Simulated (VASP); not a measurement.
# CoPtO2 (R-3m) in VASP: single point with PBE+U

Aim: the single point of CoPtO2 with PBE+U.

Everything below comes from runs of VASP 6.6.1. Logs are shortened: lines on timing, memory, paths and dates and some standing lists are left out, and cuts for length are marked.

## Step 1: The cell of the first run

It takes space group R-3m (No. 166, trigonal). The conventional cell has a = 2.822 Å, b = 2.822 Å, c = 17.805 Å, α = 90.00°, β = 90.00°, γ = 120.00°. Within 2.5 Å of Co (site symmetry -3m) lie 6 O at 1.90 Å. Within 2.6 Å of Pt (site symmetry -3m) lie 2 O at 1.99 Å. O (site symmetry 3m) has 3 Co at 1.90 Å and 1 Pt at 1.99 Å and 3 O at 2.55 Å within 2.6 Å.

## Step 2: Single point, PBE+U (10.23 Å³/atom)

The input, INCAR:

```
SYSTEM = CoPtO2
PREC     = Accurate       ! precision mode
ENCUT    = 520            ! plane-wave cutoff, eV
EDIFF    = 1E-7           ! SCF threshold, eV
ISMEAR   = 0              ! smearing method
SIGMA    = 0.1            ! smearing width, eV
LREAL    = .FALSE.        ! projectors in reciprocal space
LASPH    = .TRUE.         ! aspherical terms in the spheres
NELM     = 150            ! most SCF steps
ALGO     = Fast           ! electronic algorithm
ISIF     = 2              ! what is computed and relaxed
LWAVE    = .FALSE.        ! write WAVECAR
LCHARG   = .TRUE.         ! write CHGCAR
LMAXMIX  = 4              ! l up to which the mixer works
LDAU     = .TRUE.         ! DFT+U
LDAUTYPE = 2            
LDAUL    = 2 -1 -1        ! shell
LDAUU    = 3.32 0 0       ! U, eV
LDAUJ    = 0 0 0        
LDAUPRINT= 1            
GGA      = PE             ! functional
LELF     = .TRUE.         ! ELF
LVHAR    = .TRUE.       
NBANDS   = 24             ! bands
```

The input, KPOINTS:

```
regular mesh
0
G
  18 18 18
  0 0 0
```

The input, POSCAR:

```
CoPtO2
1.0
    1.4110114660      0.8146478497      5.9349637376
   -1.4110114660      0.8146478497      5.9349637376
    0.0000000000     -1.6292956995      5.9349637376
Co Pt O
1 1 2
Direct
    0.5000000000      0.5000000000      0.5000000000
    0.0000000000      0.0000000000      0.0000000000
    0.8882745516      0.8882745516      0.8882745516
    0.1117254484      0.1117254484      0.1117254484
```

Potentials or basis: VASP PAW PBE potentials, release 64 (Co, Pt, O).

Command:

```
cat potpaw_PBE.64/Co/POTCAR potpaw_PBE.64/Pt/POTCAR potpaw_PBE.64/O/POTCAR > POTCAR
mpirun -np 1 vasp_std > vasp.out
```

OUTCAR:

```text
SYSTEM = CoPtO2
   PREC = Accurate
   ENCUT = 520
   EDIFF = 1E-7
   ISMEAR = 0
   LREAL = .FALSE.
   LASPH = .TRUE.
   NELM = 150
   ISIF = 2
   GGA = PE

 ion  position               nearest neighbor table
   1  0.500  0.500  0.500-   4 1.90   4 1.90   3 1.90   3 1.90   4 1.90   3 1.90
   2  0.000  0.000  0.000-   3 1.99   4 1.99
   3  0.888  0.888  0.888-   1 1.90   1 1.90   1 1.90   2 1.99
   4  0.112  0.112  0.112-   1 1.90   1 1.90   1 1.90   2 1.99

  LATTYP: Found a trigonal (rhomboedric) cell.
 ALAT       =     6.1545429597
 COS(alpha) =     0.8948765836

  Lattice vectors:

 A1 = (   1.4110114660,   0.8146478497,   5.9349637376)
 A2 = (  -1.4110114660,   0.8146478497,   5.9349637376)
 A3 = (   0.0000000000,  -1.6292956995,   5.9349637376)

Analysis of symmetry for initial positions (statically):
=====================================================================
 Subroutine PRICEL returns:
 Original cell was already a primitive cell.

 Routine SETGRP: Setting up the symmetry group for a
 trigonal (rhombohedral) supercell.

 Subroutine GETGRP returns: Found 12 space group operations
 (whereof 12 operations were pure point group operations)
 out of a pool of 12 trial point group operations.

The static configuration has the point symmetry D_3d.

Analysis of symmetry for dynamics (positions and initial velocities):
=====================================================================
 Subroutine PRICEL returns:
 Original cell was already a primitive cell.

 Routine SETGRP: Setting up the symmetry group for a
 trigonal (rhombohedral) supercell.

 Subroutine GETGRP returns: Found 12 space group operations
 (whereof 12 operations were pure point group operations)
 out of a pool of 12 trial point group operations.

The dynamic configuration has the point symmetry D_3d.

 Subroutine INISYM returns: Found 12 space group operations
 (whereof 12 operations are pure point group operations),
 and found     1 'primitive' translations
[... 150 lines left out ...]
 -0.0000  0.5878 -0.0000  0.0000  0.2647
  0.0000 -0.0000  0.9679 -0.0000  0.0000
  0.2647  0.0000 -0.0000  0.5878  0.0000
  0.0000  0.2647  0.0000  0.0000  0.7828

spin component  2

  0.7828 -0.0000  0.0000  0.2647  0.0000
 -0.0000  0.5878 -0.0000  0.0000  0.2647
  0.0000 -0.0000  0.9679 -0.0000  0.0000
  0.2647  0.0000 -0.0000  0.5878  0.0000
  0.0000  0.2647  0.0000  0.0000  0.7828

 occupancies and eigenvectors

  o =  0.4032  v =  0.5720  0.0000 -0.0000 -0.8202 -0.0000  0.0000  0.0000  0.0000  0.0000  0.0000      0.0000  0.0000  0.0000  0.0000  0.0000  0.0000  0.0000  0.0000  0.0000  0.0000
  o =  0.4032  v =  0.0000  0.0000  0.0000  0.0000  0.0000  0.5720  0.0000 -0.0000 -0.8202 -0.0000      0.0000  0.0000  0.0000  0.0000  0.0000  0.0000  0.0000  0.0000  0.0000  0.0000
  o =  0.4032  v =  0.0000  0.8202  0.0000  0.0000 -0.5720  0.0000  0.0000  0.0000  0.0000  0.0000      0.0000  0.0000  0.0000  0.0000  0.0000  0.0000  0.0000  0.0000  0.0000  0.0000
  o =  0.4032  v =  0.0000  0.0000  0.0000  0.0000  0.0000  0.0000  0.8202  0.0000  0.0000 -0.5720      0.0000  0.0000  0.0000  0.0000  0.0000  0.0000  0.0000  0.0000  0.0000  0.0000
  o =  0.9674  v =  0.0000  0.0000  0.0000  0.0000  0.0000 -0.8202  0.0000 -0.0000 -0.5720 -0.0000      0.0000  0.0000  0.0000  0.0000  0.0000  0.0000  0.0000  0.0000  0.0000  0.0000
  o =  0.9674  v = -0.8202  0.0000 -0.0000 -0.5720 -0.0000  0.0000  0.0000  0.0000  0.0000  0.0000      0.0000  0.0000  0.0000  0.0000  0.0000  0.0000  0.0000  0.0000  0.0000  0.0000
  o =  0.9674  v =  0.0000  0.5720 -0.0000 -0.0000  0.8202  0.0000  0.0000  0.0000  0.0000  0.0000      0.0000  0.0000  0.0000  0.0000  0.0000  0.0000  0.0000  0.0000  0.0000  0.0000
  o =  0.9674  v =  0.0000  0.0000  0.0000  0.0000  0.0000  0.0000  0.5720 -0.0000 -0.0000  0.8202      0.0000  0.0000  0.0000  0.0000  0.0000  0.0000  0.0000  0.0000  0.0000  0.0000
  o =  0.9679  v =  0.0000 -0.0000 -1.0000  0.0000 -0.0000  0.0000  0.0000  0.0000  0.0000  0.0000      0.0000  0.0000  0.0000  0.0000  0.0000  0.0000  0.0000  0.0000  0.0000  0.0000
  o =  0.9679  v =  0.0000  0.0000  0.0000  0.0000  0.0000  0.0000 -0.0000 -1.0000  0.0000 -0.0000      0.0000  0.0000  0.0000  0.0000  0.0000  0.0000  0.0000  0.0000  0.0000  0.0000

 number of electron      30.9999996 magnetization

 Free energy of the ion-electron system (eV)
  ---------------------------------------------------
  ext. energy  EPLUGINS =         0.00000000
  ---------------------------------------------------
  free energy    TOTEN  =       -24.39014806 eV

  energy without entropy =      -24.38716559  energy(sigma->0) =      -24.38865682

 E-fermi :   8.7195     XC(G=0): -12.6910

 val. band max:        8.6904134597   @ k =  -0.3333   0.5000   0.2778
 cond. band min:       8.7964049263   @ k =  -0.4444  -0.4444   0.0556
 fundamental gap:      0.1059914666
 Fermi energy:         8.7194870688

 k-point     1 :       0.0000    0.0000    0.0000
  band No.  band energies     occupation
      1     -12.7899      2.00000
      2     -10.9085      2.00000
      3      -1.0851      2.00000
      4       1.6752      2.00000
      5       2.2669      2.00000
      6       2.2669      2.00000
[... 637 lines left out ...]
     23      22.5313      0.00000
     24      23.0027      0.00000

 [... further k-points ...]

------------------------ aborting loop because EDIFF is reached ----------------------------------------

  FORCE on cell =-STRESS in cart. coord.  units (eV):
  Direction    XX          YY          ZZ          XY          YZ          ZX
  --------------------------------------------------------------------------------------
  -------------------------------------------------------------------------------------
  Total        1.4186218      1.4186218      1.8185624      0.0000000     -0.0000000     -0.0000000
  in kB       55.5274140     55.5274140     71.1818085      0.0000000     -0.0000000     -0.0000000
  external PRESSURE =      60.7455455 kB  Pullay stress =       0.0000000 kB

 VOLUME and BASIS-vectors are now :
 -----------------------------------------------------------------------------
  energy-cutoff  :      520.00
  volume of cell :       40.93
      direct lattice vectors                 reciprocal lattice vectors
     1.411011466  0.814647850  5.934963738     0.354355731  0.204587377  0.056164342
    -1.411011466  0.814647850  5.934963738    -0.354355731  0.204587377  0.056164342
     0.000000000 -1.629295700  5.934963738     0.000000000 -0.409174754  0.056164342

 POSITION                                       TOTAL-FORCE (eV/Angst)
 -----------------------------------------------------------------------------------
      0.00000     -0.00000      8.90245         0.000000      0.000000      0.000000
      0.00000      0.00000      0.00000         0.000000      0.000000     -0.000000
      0.00000     -0.00000     15.81563         0.000000      0.000000     -0.113321
      0.00000     -0.00000      1.98926         0.000000     -0.000000      0.113321
 -----------------------------------------------------------------------------------
    total drift:                               -0.000000      0.000000      0.000000

  FREE ENERGIE OF THE ION-ELECTRON SYSTEM (eV)
  ---------------------------------------------------
  free  energy   TOTEN  =       -24.3901480633 eV

  energy  without entropy=      -24.3871655855  energy(sigma->0) =      -24.38865682
```

OSZICAR:

```text
N       E                     dE             d eps       ncg     rms          rms(c)
DAV:   1     0.238442311488E+03    0.23844E+03   -0.15117E+04 28256   0.143E+03
DAV:   2    -0.997570071621E+01   -0.24842E+03   -0.22398E+03 30216   0.343E+02
DAV:   3    -0.273655120673E+02   -0.17390E+02   -0.16942E+02 34096   0.102E+02
[... 10 lines left out ...]
RMM:  14    -0.243901454949E+02   -0.58454E-04   -0.31497E-04 37910   0.129E-01    0.292E-02
RMM:  15    -0.243901513199E+02   -0.58250E-05   -0.82737E-05 34549   0.650E-02    0.453E-02
RMM:  16    -0.243901466803E+02    0.46396E-05   -0.34759E-05 34365   0.435E-02    0.102E-02
RMM:  17    -0.243901478416E+02   -0.11612E-05   -0.12884E-05 41265   0.194E-02    0.615E-03
RMM:  18    -0.243901480241E+02   -0.18258E-06   -0.11664E-06 34508   0.621E-03    0.535E-03
RMM:  19    -0.243901480633E+02   -0.39188E-07   -0.21382E-07 23365   0.396E-03
   1 F= -.24390148E+02 E0= -.24388657E+02  d E =-.298248E-02
```

stdout:

```text
POSCAR found type information on POSCAR CoPtO
 POSCAR found :  3 types and       4 ions
 scaLAPACK will be used
 LDA part: xc-table for (Slater+PW92), standard interpolation
 POSCAR, INCAR and KPOINTS ok, starting setup
 FFT: planning ... GRIDC
 FFT: planning ... GRID_SOFT
 FFT: planning ... GRID
 WAVECAR not read
 entering main loop
WARNING in EDDRMM: call to ZHEGV failed, returncode =   8  4     23
WARNING in EDDRMM: call to ZHEGV failed, returncode =   8  4     22
WARNING in EDDRMM: call to ZHEGV failed, returncode =   8  4     22
WARNING in EDDRMM: call to ZHEGV failed, returncode =   8  4     23
WARNING in EDDRMM: call to ZHEGV failed, returncode =   8  4     24
WARNING in EDDRMM: call to ZHEGV failed, returncode =   8  4     22
WARNING in EDDRMM: call to ZHEGV failed, returncode =   8  4     22
WARNING in EDDRMM: call to ZHEGV failed, returncode =   6  3     22
```

Run time: 63 min. Hardware: 1 thread of Oxide Virtual Turin-like, shared host; peak memory 0.77 GiB.

What came out:

| Quantity | Value |
| --- | --- |
| Free energy | -24.3901 eV |
| Pressure | 6.1 GPa |
| Largest force | 0.113 eV/Å |
| Band gap on the k mesh | zero (an odd number of electrons rules out a gap without spin polarisation) |

Forces in eV/Å, atoms in the order of the input:
```
Co   0.000  0.000  0.000
Pt   0.000  0.000  0.000
O    0.000  0.000 -0.113
O    0.000  0.000  0.113
```

Levels at points of the mesh, in eV from the Fermi level:
| k point | band 12 | band 13 | band 14 | band 15 | band 16 | band 17 | band 18 | band 19 | band 20 | band 21 |
| --- | --- | --- | --- | --- | --- | --- | --- | --- | --- | --- |
| (0.00, 0.00, 0.00) | -3.03 | -3.03 | -2.82 | -1.59 | -1.59 | 1.99 | 1.99 | 2.88 | 5.63 | 9.06 |
| (0.50, 0.00, 0.00) | -2.61 | -2.33 | -1.37 | 0.08 | 1.22 | 1.41 | 1.50 | 2.56 | 7.25 | 9.99 |
| (0.50, 0.50, 0.00) | -2.68 | -2.12 | -1.95 | 0.08 | 0.36 | 1.93 | 2.31 | 2.57 | 7.93 | 9.12 |
| (0.50, 0.50, 0.50) | -3.08 | -3.08 | -2.10 | -0.66 | -0.66 | 1.56 | 1.56 | 4.19 | 4.60 | 8.85 |

Eigenvalues of the final occupation matrices:
| site | spin | trace | eigenvalues |
| --- | --- | --- | --- |
| site 1 d | 1 | 3.71 | 0.40 0.40 0.97 0.97 0.97 |
| site 1 d | 2 | 3.71 | 0.40 0.40 0.97 0.97 0.97 |

Caveat: the cell stands under pressure; spin-orbit coupling is left out, which moves the levels of the heavy elements; an odd number of electrons without spin polarisation forces a metal; a magnetic or distorted state may lie lower; the run has no spin polarisation, though such a crystal can be magnetic; U without spin polarisation on a metal has little footing.

The gap in the log of VASP goes by the Fermi energy; the results here count the filled bands.